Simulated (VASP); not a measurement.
Runs of VASP 6.6.1 on KBr. The structure is that of space group R-3m (No. 166), or close to it. The cells are those of the table. 

| cell | gap on the mesh (eV) | pressure (GPa) |
| --- | --- | --- |
| a = 4.758 Å, angles 56.6°, 2 atoms | 4.24 | 0.0 |
| a = 6.367 Å, angles 33.6°, 2 atoms | none | (b) |
| a = 4.526 Å, angles 63.2°, 2 atoms | 4.21 | 0.0 |
| a = 5.319 Å, angles 45.7°, 2 atoms | 3.09 | -0.7 |
| a = 4.248 Å, angles 75.3°, 2 atoms | 3.77 | -0.7 |
| a = 5.834 Å, angles 38.9°, 2 atoms | 1.43 | -1.1 |
| a = 4.158 Å, angles 82.7°, 2 atoms | 3.67 | (a) |
| a = 4.956 Å, angles 52.2°, 2 atoms | 3.96 | -0.2 |

Alike in all rows: task single point; level PBEsol; potentials or basis VASP PAW PBE potentials, release 64 (K_sv, Br); no spin polarisation; k mesh 8 × 8 × 8; cutoff (eV) 520; smearing gaussian 0.05 eV.

Problem. Fill in the values left out.

Solution. (a) -1.4; (b) -0.9.

Caveats: the PAW data sets were made with another functional, which shifts forces and pressure a little.

A k mesh can miss the band edges, and the runs leave out spin-orbit coupling on Br.

A gap of «none» marks levels without a gap at the run's occupations.
